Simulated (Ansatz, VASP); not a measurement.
## ZnO in VASP and in Ansatz

```
Zn O
1.0
     0.00000    2.13377    2.13377
     2.13377    0.00000    2.13377
     2.13377    2.13377    0.00000
Zn O
1 1
Direct
  0.00000 0.00000 0.00000
  0.50000 0.50000 0.50000
```

Alike in both runs: task single point; functional r2SCAN; k mesh 8 × 8 × 8; no spin polarisation.

|  | VASP | Ansatz |
| --- | --- | --- |
| version | VASP 6.6.1 | Ansatz 0.2.0 |
| potentials or method | VASP PAW PBE potentials, release 64 (Zn, O) | plane waves, PAW |
| plane-wave cutoff (eV) | 520 | 500 |
| occupations | gaussian, width 0.01 eV | fixed |
| valence electrons in the cell | 18 | 18 |

|  | VASP | Ansatz | Ansatz less VASP |
| --- | --- | --- | --- |
| gap on the k mesh at the Fermi level (eV) | 1.55 | 1.57 | +0.020 |
| pressure (GPa) | 1.5 | 0.0 | -1.46 |

VASP's potentials were made for PBE, not for r2SCAN.
